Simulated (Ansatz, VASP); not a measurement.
# Two plane-wave programs on Os

The input INCAR:

```
AGGAC = 1.0 ; AGGAX = 1.0
ALDAC = 0.0 ; ALDAX = 1.0
ALGO = Normal ; EDIFF = 1E-6
ENCUT = 560 ; GGA = B5
GGA_COMPAT = F ; ISIF = 2
ISMEAR = -1 ; LASPH = T
LCHARG = F ; LREAL = F
LWAVE = F ; NBANDS = 31
NELM = 120 ; PREC = Accurate
SIGMA = 0.1
```

Contents of KPOINTS:

```
k-points
0
Gamma
  9 9 13
```

POSCAR

```
Os
1.0
    4.4402643220      0.0000000000      0.0000000000
   -2.2201321610      3.8453817023      0.0000000000
    0.0000000000      0.0000000000      2.8043234272
Os
3
Direct
    1.0000000000      1.0000000000      0.0000000000
    0.3333333333      0.6666666667      0.5000000000
    0.6666666667      0.3333333333      0.5000000000
```

Input for Ansatz:

```yaml
crystal:
  lattice:
    - [4.440264322, 0.0, 0.0]
    - [-2.220132161, 3.8453817023, 0.0]
    - [0.0, 0.0, 2.8043234272]
  atoms:
    - { symbol: Os, position: [1.0, 1.0, 0.0] }
    - { symbol: Os, position: [0.3333333333, 0.6666666667, 0.5] }
    - { symbol: Os, position: [0.6666666667, 0.3333333333, 0.5] }
hamiltonian:
  xc: blyp
  pseudopotentials:
    kind: paw
    azcp:
      Os: "pseudopotentials/Os.paw.azcp"
basis:
  ecutwfc: 420
  fft_grid_basis: typed
kpoints:
  mp_grid: { grid: [9, 9, 13], shift: [0, 0, 0] }
magnetization:
  spin_polarized: false
scf:
  occupations: { method: fermi_dirac, width: 0.1 }
  lower_state_search: "off"
output:
  stress: true
  write_density: true
  write_potential: true
  elf: true
  volumetric_format: npy
```

Alike in both runs: task single point; functional BLYP; k mesh 9 × 9 × 13; occupations fermi-dirac, width 0.1 eV; no spin polarisation.

```csv
,VASP,Ansatz
version,VASP 6.6.1,Ansatz 0.2.0
potentials or method,"VASP PAW PBE potentials, release 64 (Os_sv_GW), cutoff 560 eV","plane waves (420 eV) with PAW, scalar-relativistic"
valence electrons in the cell,48,48
```

```tsv
	VASP	Ansatz	Ansatz less VASP
pressure (GPa)	-11.5	-11.5	+0.05
traceless stress, the component that is largest in VASP (GPa)	1.25	1.45	+0.197
```

VASP's potentials were made for PBE, not for BLYP. With one functional, cell and mesh, what is left measures potentials, basis and numerics.

Neither program's run includes spin-orbit coupling.
